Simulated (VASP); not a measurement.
# LiBN (Pmmn) in VASP: single point with PBE

Aim: the single point of LiBN with PBE.

Everything below comes from runs of VASP 6.6.1. Logs are shortened: lines on timing, memory, paths and dates and some standing lists are left out, and cuts for length are marked.

## 1. The cell of the first run

It takes space group Pmmn (No. 59, orthorhombic). Conventional cell: a = 2.798 Å, b = 3.216 Å, c = 6.798 Å, α = 90.00°, β = 90.00°, γ = 90.00°. Within 2.3 Å of Li (site symmetry mm2) lie 4 N at 1.65 to 1.66 Å and 2 B at 2.23 Å. Within 2.2 Å of N (site symmetry mm2) lie 4 Li at 1.65 to 1.66 Å and 4 N at 2.18 Å. B (site symmetry mm2) has 4 Li at 2.23 to 3.43 Å and 5 N at 2.62 to 3.02 Å and 8 B at 2.80 to 3.22 Å within 3.5 Å.

## 2. Single point, PBE

Contents of INCAR:

```
PREC = Accurate
ENCUT = 520
EDIFF = 1E-7
ISMEAR = 1
SIGMA = 0.1495
LREAL = F
LASPH = T
NELM = 60
ALGO = Normal
ISIF = 2
LWAVE = F
LCHARG = F
GGA = PE
NBANDS = 20
```

Contents of KPOINTS:

```
regular mesh
0
Gamma
  8 9 4
```

Contents of POSCAR:

```
LiBN
1.0
    3.2157690000      0.0000000000      0.0000000000
    0.0000000000      2.7977810000      0.0000000000
    0.0000000000      0.0000000000      6.7979600000
Li N B
2 2 2
Direct
    0.0000000000      0.5000000000      0.0950000000
    0.5000000000      0.0000000000      0.9050000000
    0.0000000000      0.0000000000      0.9650000000
    0.5000000000      0.5000000000      0.0350000000
    0.0000000000      0.0000000000      0.3500000000
    0.5000000000      0.5000000000      0.6500000000
```

Potentials or basis: VASP PAW PBE potentials, release 64 (Li_sv, N, B).

Launch:

```
> cat potpaw_PBE.64/Li_sv/POTCAR potpaw_PBE.64/N/POTCAR potpaw_PBE.64/B/POTCAR > POTCAR
> mpirun -np 1 vasp_std > vasp.out
```

OUTCAR:

```text
PREC = Accurate
   ENCUT = 520
   EDIFF = 1E-7
   ISMEAR = 1
   LREAL = F
   LASPH = T
   NELM = 60
   ISIF = 2
   GGA = PE

 ion  position               nearest neighbor table
   1  0.000  0.500  0.095-   3 1.65   3 1.65   4 1.66   4 1.66   5 2.23   5 2.23   2 2.49   2 2.49
                             2 2.49   2 2.49
   2  0.500  0.000  0.905-   4 1.65   4 1.65   3 1.66   3 1.66   6 2.23   6 2.23   1 2.49   1 2.49
                             1 2.49   1 2.49
   3  0.000  0.000  0.965-   1 1.65   1 1.65   2 1.66   2 1.66
   4  0.500  0.500  0.035-   2 1.65   2 1.65   1 1.66   1 1.66
   5  0.000  0.000  0.350-   1 2.23   1 2.23
   6  0.500  0.500  0.650-   2 2.23   2 2.23

  LATTYP: Found a simple orthorhombic cell.
 ALAT       =     2.7977810000
 B/A-ratio  =     1.1493998279
 C/A-ratio  =     2.4297684486

  Lattice vectors:

 A1 = (   0.0000000000,  -2.7977810000,   0.0000000000)
 A2 = (   3.2157690000,   0.0000000000,   0.0000000000)
 A3 = (   0.0000000000,   0.0000000000,   6.7979600000)

Analysis of symmetry for initial positions (statically):
=====================================================================
 Subroutine PRICEL returns:
 Original cell was already a primitive cell.

 Routine SETGRP: Setting up the symmetry group for a
 simple orthorhombic supercell.

 Subroutine GETGRP returns: Found  8 space group operations
 (whereof  4 operations were pure point group operations)
 out of a pool of  8 trial point group operations.

The static configuration has the point symmetry C_2v.
 The point group associated with its full space group is D_2h.

Analysis of symmetry for dynamics (positions and initial velocities):
=====================================================================
 Subroutine PRICEL returns:
 Original cell was already a primitive cell.

 Routine SETGRP: Setting up the symmetry group for a
 simple orthorhombic supercell.

 Subroutine GETGRP returns: Found  8 space group operations
 (whereof  4 operations were pure point group operations)
 out of a pool of  8 trial point group operations.

The dynamic configuration has the point symmetry C_2v.
 The point group associated with its full space group is D_2h.

 Subroutine INISYM returns: Found  8 space group operations
 (whereof  4 operations are pure point group operations),
 and found     1 'primitive' translations

[... 105 lines left out ...]
   NSW    =      0    number of steps for IOM
   IBRION =     -1    ionic relax: 0-MD 1-quasi-New 2-CG
   NFREE  =      0    steps in history (QN), initial steepest desc. (CG)
   ISIF   =      2    stress and relaxation
   ISYM   =      2    0-nonsym 1-usesym 2-fastsym
   POTIM  = 0.5000    time-step for ionic-motion
   TEBEG  =    0.0;   TEEND  =   0.0 temperature during run
   PSTRESS=    0.0 pullay stress
   NELECT =      22.0000    total number of electrons
   NUPDOWN=      -1.0000    fix difference up-down
   EMIN   =  10.00;   EMAX   =-10.00  energy-range for DOS
   EFERMI =   0.00;   METHOD = LEGACY
   ISMEAR =     1;   SIGMA  =   0.15  broadening in eV -4-tet -1-fermi 0-gaus
   EFERMI_NEDOS =   21; number of points for ismear=-14 and -15
   IALGO  =     38    algorithm
   IMIX   =      4    mixing-type and parameters
     AMIX     =   0.40;   BMIX     =  1.00
     AMIX_MAG =   1.60;   BMIX_MAG =  1.00
  volume/ion in A,a.u.               =      10.19        68.79
  Fermi-wavevector in a.u.,A,eV,Ry     =   1.164278  2.200166 18.443284  1.355543
  Thomas-Fermi vector in A             =   2.300818
   LORBIT       =      0    0 simple, 1 ext, 2 COOP (PROOUT), +10 PAW based schemes
   GGA     = PE    functional components
   LHFCALC =     F    Hartree Fock is set to
   AEXX    =    0.0000 exact exchange contribution
   IVDW    =     0    specifies the selected vdW correction
   LEPSILON=     F    determine dielectric tensor
   LRPA    =     F    only Hartree local field effects (RPA)
 non-spin polarized calculation
 Methfessel and Paxton  Order N= 1 SIGMA  =   0.15
  energy-cutoff  :      520.00
  volume of cell :       61.16
 maximum number of plane-waves:      1668
 NGX is ok and might be reduce to    24
   NGX = 11   NGY = 11   NGZ = 25

 number of electron      22.0000003 magnetization

 Free energy of the ion-electron system (eV)
  ---------------------------------------------------
  ext. energy  EPLUGINS =         0.00000000
  ---------------------------------------------------
  free energy    TOTEN  =       -18.84811074 eV

  energy without entropy =      -18.84950516  energy(sigma->0) =      -18.84857555

 E-fermi :   2.2529     XC(G=0):  -9.8928

 val. band max:        2.2521345410   @ k =   0.5000   0.3333   0.5000
 cond. band min:       2.2553677250   @ k =   0.3750   0.3333   0.2500
 fundamental gap:      0.0032331840
 Fermi energy:         2.2528599562

 k-point     1 :       0.0000    0.0000    0.0000
  band No.  band energies     occupation
      1     -41.3322      2.00000
      2     -41.1071      2.00000
      3     -13.3347      2.00000
      4      -8.1693      2.00000
      5      -5.6536      2.00000
      6      -4.0987      2.00000
[... 541 lines left out ...]
     19      12.3132      0.00000
     20      12.5895      0.00000

 [... further k-points ...]

------------------------ aborting loop because EDIFF is reached ----------------------------------------

  FORCE on cell =-STRESS in cart. coord.  units (eV):
  Direction    XX          YY          ZZ          XY          YZ          ZX
  --------------------------------------------------------------------------------------
  -------------------------------------------------------------------------------------
  Total        9.6155004     10.9583827      3.1390126      0.0000000      0.0000000      0.0000000
  in kB      251.8867411    287.0647578     82.2292776      0.0000000      0.0000000      0.0000000
  external PRESSURE =     207.0602588 kB  Pullay stress =       0.0000000 kB

 VOLUME and BASIS-vectors are now :
 -----------------------------------------------------------------------------
  energy-cutoff  :      520.00
  volume of cell :       61.16
      direct lattice vectors                 reciprocal lattice vectors
     3.215769000  0.000000000  0.000000000     0.310967610  0.000000000  0.000000000
     0.000000000  2.797781000  0.000000000     0.000000000  0.357426117  0.000000000
     0.000000000  0.000000000  6.797960000     0.000000000  0.000000000  0.147102954

 POSITION                                       TOTAL-FORCE (eV/Angst)
 -----------------------------------------------------------------------------------
      0.00000      1.39889      0.64581         0.000000      0.000000      3.748872
      1.60788      0.00000      6.15215         0.000000      0.000000     -3.748872
      0.00000      0.00000      6.56003         0.000000      0.000000     -0.392317
      1.60788      1.39889      0.23793         0.000000      0.000000      0.392317
      0.00000      0.00000      2.37929         0.000000      0.000000      1.356928
      1.60788      1.39889      4.41867         0.000000      0.000000     -1.356928
 -----------------------------------------------------------------------------------
    total drift:                                0.000000     -0.000000      0.000000

  FREE ENERGIE OF THE ION-ELECTRON SYSTEM (eV)
  ---------------------------------------------------
  free  energy   TOTEN  =       -18.8481107404 eV

  energy  without entropy=      -18.8495051579  energy(sigma->0) =      -18.84857555
```

Wall time 53 s (1 thread of Intel Xeon Platinum 8488C (Sapphire Rapids), shared host); peak memory 0.22 GiB.

What came out:

* Free energy: -18.8481 eV
* Largest force: 3.749 eV/Å
* Band gap on the k mesh: zero (bands 11 and 12 overlap by 2.57 eV)

Forces on the atoms (eV/Å):
```
Li   0.000  0.000  3.749
Li   0.000  0.000 -3.749
N    0.000  0.000 -0.392
N    0.000  0.000  0.392
B    0.000  0.000  1.357
B    0.000  0.000 -1.357
```

Caveat: the cutoff is under 1.25 times the usual one of these potentials, so pressure, stress and relaxed cells hold a basis-set (Pulay) error; forces of over 1 eV/Å act on the atoms, so gaps and moduli don't describe the material at rest.
